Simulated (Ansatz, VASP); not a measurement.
One calculation of GaN, two programs

```
Ga N
1.0
     2.96746    0.00000    0.00000
    -1.48373    2.56989    0.00000
     0.00000    0.00000    5.03274
Ga N
2 2
Direct
  0.00000 0.00000 0.00000
  0.00000 0.00000 0.50000
  0.33333 0.66667 0.25000
  0.66667 0.33333 0.75000
```

Alike in both runs: functional r2SCAN; k mesh 12 × 12 × 7; occupations fermi-dirac, width 0.08 eV; no spin polarisation.

Ansatz relaxed the structure, and its values are those at the end. VASP's run is a single point on that final structure, the one shown.

```csv
,VASP,Ansatz
version,VASP 6.6.1,Ansatz 0.2.0
potentials or method,"VASP PAW PBE potentials, release 64 (Ga_d, N)","PAW with Ansatz's default frozen-core files, scalar-relativistic"
plane-wave cutoff (eV),520,500
valence electrons in the cell,36,36
```

```tsv
	VASP	Ansatz	Ansatz less VASP
pressure (GPa)	1.1	0.0	-1.12
```

VASP's potentials were made for PBE, not for r2SCAN.
